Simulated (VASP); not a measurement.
# Al14CN16 (a cell with a defect) (C_Al-V_Al) in VASP: notebook

Runs on Al14CN16 (a cell with a defect) (C_Al-V_Al). Level: PBE. Tasks: single point.

All numbers are computed with VASP 6.6.1; they aren't measurements. Logs are shortened: lines on timing, memory, paths and dates and some standing lists are left out, and cuts for length are marked.

### Step 1. The cell of the first run

The cell holds a defect, 31 atoms: a = 6.260 Å, b = 6.260 Å, c = 10.035 Å, α = 90.00°, β = 90.00°, γ = 120.00°.

### Step 2. Single point, PBE, collinear spin

The input, INCAR:

```
  ALGO = Normal
  EDIFF = 1E-7
  ENCUT = 520
  GGA = PE
  ISIF = 2
  ISMEAR = 0
  ISPIN = 2
  LASPH = True
  LCHARG = False
  LORBIT = 11
  LREAL = Auto
  LWAVE = False
  MAGMOM = 0 0.01 0.01 0.01 0.21 0.25 0.01 0.01 0 0.24 0 0.01 0 0.01 0 0 0 0 0 0 0 0 0 0 0 0 0 0 0 0 0
  NBANDS = 88
  NELECT = 127.0
  NELM = 150
  NUPDOWN = 1.0
  PREC = Accurate
  SIGMA = 0.01
```

The input, KPOINTS:

```
Automatic mesh
0
Gamma
  1 1 1
  0.25 0.25 0.25
```

The input, POSCAR:

```
Al14CN16
1.0
    6.2595139102      0.0000000601      0.0000000000
   -3.1297570100      5.4208980298      0.0000000000
    0.0000000000      0.0000000000     10.0348065900
C N Al
1 16 14
Direct
    0.3820590877      0.1184474868      0.2681373472
    0.3611467859      0.1395706895      0.3971626186
    0.1338197546      0.3661381491      0.1784936322
    0.3237135400      0.1755402055      0.9388632874
    0.1619912390      0.3380394387      0.7015805375
    0.3545820366      0.6899725264      0.4406235235
    0.2110800534      0.8875947992      0.1987671726
    0.3318603058      0.6816423146      0.9367591993
    0.1662993504      0.8412885684      0.6849532496
    0.8099750841      0.1455241639      0.4404535057
    0.6122765286      0.2894014106      0.1986357126
    0.8177346464      0.1674855932      0.9368571072
    0.6590006694      0.3338559532      0.6850035909
    0.8364276776      0.6642018235      0.4382074379
    0.6711434219      0.8288023962      0.1871803041
    0.8331194295      0.6661966131      0.9473325265
    0.6685711909      0.8316372849      0.6943655677
    0.3256057596      0.1744495321      0.7471288133
    0.1547838612      0.3447261784      0.9974717366
    0.3398339657      0.6594803699      0.2576328163
    0.1691706108      0.8269411916      0.4946475194
    0.3298961843      0.6695650167      0.7444269386
    0.1756411529      0.8495815813      1.0035788130
    0.8401765754      0.1602791793      0.2574714013
    0.6738046175      0.3313666093      0.4946787514
    0.8304845210      0.1701854574      0.7445214215
    0.6497428245      0.3239457014      1.0034996641
    0.8326352761      0.6676730463      0.2531916045
    0.6705414139      0.8299106414      0.5044181884
    0.8331428361      0.6670079357      0.7515604953
    0.6633090999      0.8362833788      0.9985174954
```

Potentials or basis: VASP PAW PBE potentials, release 64 (C, N, Al).

Command:

```console
$ cat potpaw_PBE.64/C/POTCAR potpaw_PBE.64/N/POTCAR potpaw_PBE.64/Al/POTCAR > POTCAR
$ mpirun -np 1 vasp_std > vasp.out
```

OUTCAR:

```text
EDIFF = 1E-7
   ENCUT = 520
   GGA = PE
   ISIF = 2
   ISMEAR = 0
   ISPIN = 2
   LASPH = True
   LORBIT = 11
   LREAL = Auto
   NELECT = 127.0
   NELM = 150
   NUPDOWN = 1.0
   PREC = Accurate

 ion  position               nearest neighbor table
   1  0.382  0.118  0.268-   2 1.31  11 1.47   7 1.47
   2  0.361  0.140  0.397-   1 1.31  21 1.97  25 1.97
   3  0.134  0.366  0.178-  20 1.82  24 1.82  19 1.83
   4  0.324  0.176  0.939-  27 1.88  23 1.88  18 1.92  19 1.92
   5  0.162  0.338  0.702-  18 1.83  22 1.85  26 1.85
   6  0.355  0.690  0.441-  29 1.83  21 1.84  20 1.84
   7  0.211  0.888  0.199-   1 1.47  23 1.97  20 2.05  28 2.13
   8  0.332  0.682  0.937-  23 1.88  31 1.90  19 1.93  22 1.93
   9  0.166  0.841  0.685-  18 1.91  21 1.91  22 1.91  30 1.93
  10  0.810  0.146  0.440-  29 1.83  25 1.84  24 1.84
  11  0.612  0.289  0.199-   1 1.47  27 1.97  24 2.05  28 2.13
  12  0.818  0.167  0.937-  27 1.88  31 1.90  19 1.93  26 1.93
  13  0.659  0.334  0.685-  18 1.91  25 1.91  26 1.91  30 1.93
  14  0.836  0.664  0.438-  28 1.86  21 1.89  25 1.89  29 1.92
  15  0.671  0.829  0.187-  28 1.87  31 1.90  20 1.93  24 1.93
  16  0.833  0.666  0.947-  31 1.91  27 1.94  23 1.94  30 1.96
  17  0.669  0.832  0.694-  30 1.87  26 1.90  22 1.90  29 1.91
[... 6 lines left out ...]
  21  0.169  0.827  0.495-   6 1.84  14 1.89   9 1.91   2 1.97  20 3.00  28 3.03  22 3.04  25 3.10
                            29 3.13  29 3.13  30 3.16  25 3.16  18 3.16
  22  0.330  0.670  0.744-   5 1.85  17 1.90   9 1.91   8 1.93  29 3.04  21 3.04  18 3.09  19 3.09
                            30 3.10  31 3.13  26 3.13  26 3.13  30 3.16  23 3.17  18 3.17
  23  0.176  0.850  0.004-   8 1.88   4 1.88  16 1.94   7 1.97  27 2.97  31 3.10  19 3.10  18 3.12
                            28 3.12  30 3.14  31 3.17  19 3.17  22 3.17  20 3.19  27 3.29
  24  0.840  0.160  0.257-   3 1.82  10 1.84  15 1.93  11 2.05  25 3.00  29 3.06  28 3.06  19 3.12
                            20 3.13  20 3.13  31 3.14  27 3.19  28 3.20
  25  0.674  0.331  0.495-  10 1.84  14 1.89  13 1.91   2 1.97  24 3.00  28 3.03  26 3.04  21 3.10
                            29 3.13  29 3.13  30 3.16  21 3.16  18 3.16
  26  0.830  0.170  0.745-   5 1.85  17 1.90  13 1.91  12 1.93  29 3.04  25 3.04  18 3.09  19 3.09
                            30 3.10  22 3.13  31 3.13  22 3.13  30 3.16  27 3.17  18 3.17
  27  0.650  0.324  0.003-  12 1.88   4 1.88  16 1.94  11 1.97  23 2.97  31 3.10  19 3.10  18 3.12
                            28 3.12  30 3.14  31 3.17  19 3.17  26 3.17  24 3.19  23 3.29
  28  0.833  0.668  0.253-  14 1.86  15 1.87  11 2.13   7 2.13  25 3.03  21 3.03  20 3.06  24 3.06
                            29 3.07  23 3.12  27 3.12  31 3.14  24 3.20  20 3.20
  29  0.671  0.830  0.504-  10 1.83   6 1.83  17 1.91  14 1.92  26 3.04  22 3.04  30 3.04  20 3.06
                            24 3.06  28 3.07  25 3.13  21 3.13  21 3.13  25 3.13
  30  0.833  0.667  0.752-  17 1.87  13 1.93   9 1.93  16 1.96  29 3.04  31 3.09  22 3.10  26 3.10
                            18 3.13  18 3.13  23 3.14  27 3.14  25 3.16  21 3.16  26 3.16  22 3.16
  31  0.663  0.836  0.999-  15 1.90  12 1.90   8 1.90  16 1.91  30 3.09  23 3.10  27 3.10  22 3.13
                            26 3.13  19 3.13  19 3.13  20 3.14  24 3.14  28 3.14  27 3.17  23 3.17

  LATTYP: Found a hexagonal cell.
 ALAT       =     6.2595139102
 C/A-ratio  =     1.6031287308

  Lattice vectors:

 A1 = (   6.2595139102,   0.0000000601,   0.0000000000)
 A2 = (  -3.1297570100,   5.4208980298,   0.0000000000)
 A3 = (   0.0000000000,   0.0000000000,  10.0348065900)

Analysis of symmetry for initial positions (statically):
=====================================================================
 Subroutine PRICEL returns:
 Original cell was already a primitive cell.

 Routine SETGRP: Setting up the symmetry group for a
 hexagonal supercell.

 Subroutine GETGRP returns: Found  1 space group operations
 (whereof  1 operations were pure point group operations)
 out of a pool of 24 trial point group operations.

The static configuration has the point symmetry C_1 .

Analysis of symmetry for dynamics (positions and initial velocities):
=====================================================================
 Subroutine PRICEL returns:
 Original cell was already a primitive cell.

 Routine SETGRP: Setting up the symmetry group for a
 hexagonal supercell.

 Subroutine GETGRP returns: Found  1 space group operations
 (whereof  1 operations were pure point group operations)
 out of a pool of 24 trial point group operations.

The dynamic configuration has the point symmetry C_1 .

Analysis of structural, dynamic, and magnetic symmetry:
=====================================================================
 Subroutine PRICEL returns:
 Original cell was already a primitive cell.
[... 142 lines left out ...]
   LNONCOLLINEAR =      F non collinear calculations
   LSORBIT =      F    spin-orbit coupling
   LASPH  =      T    aspherical Exc in radial PAW
   ENCUT  =  520.0 eV  38.22 Ry    6.18 a.u.  11.64 11.64 18.66*2*pi/ulx,y,z
   NELM   =    150;   NELMIN=  2; NELMDL= -5     # of ELM steps
   EDIFF  = 0.1E-06   stopping-criterion for ELM
   LREAL  =      T    real-space projection
   EDIFFG = 0.1E-05   stopping-criterion for IOM
   NSW    =      0    number of steps for IOM
   IBRION =     -1    ionic relax: 0-MD 1-quasi-New 2-CG
   NFREE  =      0    steps in history (QN), initial steepest desc. (CG)
   ISIF   =      2    stress and relaxation
   ISYM   =      2    0-nonsym 1-usesym 2-fastsym
   POTIM  = 0.5000    time-step for ionic-motion
   TEBEG  =    0.0;   TEEND  =   0.0 temperature during run
   PSTRESS=    0.0 pullay stress
   NELECT =     127.0000    total number of electrons
   NUPDOWN=       1.0000    fix difference up-down
   EMIN   =  10.00;   EMAX   =-10.00  energy-range for DOS
   EFERMI =   0.00;   METHOD = LEGACY
   ISMEAR =     0;   SIGMA  =   0.01  broadening in eV -4-tet -1-fermi 0-gaus
   EFERMI_NEDOS =   21; number of points for ismear=-14 and -15
   IALGO  =     38    algorithm
   IMIX   =      4    mixing-type and parameters
     AMIX     =   0.40;   BMIX     =  1.00
     AMIX_MAG =   1.60;   BMIX_MAG =  1.00
  volume/ion in A,a.u.               =      10.98        74.12
  Fermi-wavevector in a.u.,A,eV,Ry     =   1.178426  2.226903 18.894257  1.388689
  Thomas-Fermi vector in A             =   2.314755
   LORBIT       =     11    0 simple, 1 ext, 2 COOP (PROOUT), +10 PAW based schemes
   GGA     = PE    functional components
   LHFCALC =     F    Hartree Fock is set to
   AEXX    =    0.0000 exact exchange contribution
   IVDW    =     0    specifies the selected vdW correction
   LEPSILON=     F    determine dielectric tensor
   LRPA    =     F    only Hartree local field effects (RPA)
 spin polarized calculation
 Gauss-broadening in eV      SIGMA  =   0.01
  energy-cutoff  :      520.00
  volume of cell :      340.50
 maximum number of plane-waves:      9148
 NGX is ok and might be reduce to    48
   NGX = 23   NGY = 23   NGZ = 37

 number of electron     127.0000000 magnetization       1.0000009

 Free energy of the ion-electron system (eV)
  ---------------------------------------------------
  ext. energy  EPLUGINS =         0.00000000
  ---------------------------------------------------
  free energy    TOTEN  =      -223.71913348 eV

  energy without entropy =     -223.71913348  energy(sigma->0) =     -223.71913348

 E-fermi :   6.0230     XC(G=0): -10.6060

 val. band max:        5.9527032735   @ k =   0.5000   0.2500   0.2500
 cond. band min:       6.4373077445   @ k =  -0.2500  -0.2500   0.2500
 fundamental gap:      0.4846044710
 Fermi energy:         5.8504793545

 spin component 1

 k-point     1 :       0.2500    0.2500    0.2500
  band No.  band energies     occupation
      1     -12.6652      1.00000
      2      -9.5350      1.00000
      3      -9.3693      1.00000
      4      -9.0763      1.00000
      5      -8.7280      1.00000
      6      -8.6282      1.00000
[... 457 lines left out ...]
     74      11.9331      0.00000
     75      12.0954      0.00000
 Fermi energy:         6.0230259872

 spin component 2

 k-point     1 :       0.2500    0.2500    0.2500
  band No.  band energies     occupation
      1     -12.6570      1.00000
      2      -9.5228      1.00000
      3      -9.3496      1.00000
      4      -9.0628      1.00000
      5      -8.7017      1.00000
      6      -8.6092      1.00000
[... 457 lines left out ...]
     74      11.9419      0.00000
     75      12.1227      0.00000
 [bands above 75 left out]

------------------------ aborting loop because EDIFF is reached ----------------------------------------

  FORCE on cell =-STRESS in cart. coord.  units (eV):
  Direction    XX          YY          ZZ          XY          YZ          ZX
  --------------------------------------------------------------------------------------
  -------------------------------------------------------------------------------------
  Total        6.0827316     -0.5593735      8.2268325     -5.7878919     -0.3193927      0.5517592
  in kB       28.6212359     -2.6320347     38.7099297    -27.2339186     -1.5028467      2.5962068
  external PRESSURE =      21.5663770 kB  Pullay stress =       0.0000000 kB

 VOLUME and BASIS-vectors are now :
 -----------------------------------------------------------------------------
  energy-cutoff  :      520.00
  volume of cell :      340.50
      direct lattice vectors                 reciprocal lattice vectors
     6.259513910  0.000000060  0.000000000     0.159756813  0.092235641  0.000000000
    -3.129757010  5.420898030  0.000000000    -0.000000002  0.184471279  0.000000000
     0.000000000  0.000000000 10.034806590     0.000000000  0.000000000  0.099653141

 POSITION                                       TOTAL-FORCE (eV/Angst)
 -----------------------------------------------------------------------------------
      2.02079      0.64209      2.69071        -0.025857     -0.008816     -0.251849
      1.82378      0.75660      3.98545         0.105908     -0.071531      0.302764
     -0.30828      1.98480      1.79115        -0.226246      0.122747      0.188550
      1.47689      0.95159      9.42131         0.157004     -0.082491      0.048099
     -0.04399      1.83248      7.04023        -0.205691      0.118997      0.006785
      0.06006      3.74027      4.42157         0.027547     -0.146187     -0.169225
[... 23 lines left out ...]
      3.12750      3.61578      7.54176         0.155496     -0.090565     -0.015068
      1.53463      4.53341     10.01993        -0.152154      0.075390     -0.063343
 -----------------------------------------------------------------------------------
    total drift:                                0.003570     -0.005225     -0.007372

  FREE ENERGIE OF THE ION-ELECTRON SYSTEM (eV)
  ---------------------------------------------------
  free  energy   TOTEN  =      -223.7191334823 eV

  energy  without entropy=     -223.7191334823  energy(sigma->0) =     -223.71913348

 total charge

# of ion       s       p       d       tot
------------------------------------------
    1        0.836   1.593   0.000   2.430
    2        1.244   2.644   0.000   3.887
    3        1.238   2.597   0.000   3.835
    4        1.232   2.616   0.000   3.847
    5        1.246   2.551   0.000   3.797
    6        1.252   2.545   0.000   3.797
[... 23 lines left out ...]
   30        0.373   0.420   0.000   0.793
   31        0.377   0.435   0.000   0.813
--------------------------------------------------
tot         25.867  49.163   0.000  75.029

 magnetization (x)

# of ion       s       p       d       tot
------------------------------------------
    1       -0.000  -0.003   0.000  -0.004
    2       -0.000   0.015   0.000   0.014
    3        0.001   0.008   0.000   0.009
    4        0.001   0.010   0.000   0.010
    5        0.007   0.135   0.000   0.142
    6        0.007   0.240   0.000   0.247
[... 23 lines left out ...]
   30       -0.000  -0.000   0.000  -0.000
   31       -0.000   0.000   0.000   0.000
--------------------------------------------------
tot          0.015   0.662   0.000   0.676
```

Wall time 7.9 min (1 thread of Intel Xeon 6975P-C (Granite Rapids), shared host); peak memory 0.69 GiB.

Results:

| Quantity | Value |
| --- | --- |
| Free energy | -223.7191 eV |
| Largest force | 0.329 eV/Å |
| Net moment | 1.00 μB per cell |
| Site moments | C -0.00; N +0.01, +0.14, +0.25, -0.00, +0.00; Al -0.00, +0.00, -0.01 μB |
| Valence electrons inside the program's atomic spheres | C 2.43; N 3.89, 3.83, 3.85, 3.80, 3.79, 3.84, 3.87, 3.81, 3.86; Al 0.82, 0.81, 0.80, 0.76, 0.84, 0.79 |

Forces in eV/Å, atoms in the order of the input:
```
C   -0.026 -0.009 -0.252
N    0.106 -0.072  0.303
N   -0.226  0.123  0.189
N    0.157 -0.082  0.048
N   -0.206  0.119  0.007
N    0.028 -0.146 -0.169
N   -0.241 -0.194 -0.012
N    0.176 -0.079  0.129
N   -0.136  0.043  0.041
N    0.151  0.061 -0.171
N    0.074  0.299 -0.010
N    0.155 -0.085  0.122
N   -0.120  0.097  0.036
N    0.094 -0.065  0.002
N   -0.019  0.014  0.153
N    0.209 -0.104  0.037
N   -0.155  0.085 -0.183
Al  -0.026  0.016  0.010
Al  -0.092  0.054 -0.207
Al   0.063 -0.025 -0.152
Al  -0.135  0.188  0.051
Al   0.084 -0.240  0.024
Al  -0.098  0.079  0.007
Al   0.072 -0.046 -0.154
Al  -0.246  0.031  0.056
Al   0.255  0.042  0.028
Al  -0.107  0.041  0.005
Al   0.105 -0.056 -0.088
Al   0.100 -0.072  0.229
Al   0.155 -0.091 -0.015
Al  -0.152  0.075 -0.063
```

Caveat: the k points lie up to 1.16 Å⁻¹ apart; the cell carries a net charge on a neutralising background, which shifts energy and pressure; the cell is charged against a uniform background, so pressure and absolute levels hang on convention; the total moment is fixed, so each spin has its own Fermi level.

[end of part 1 of 2]
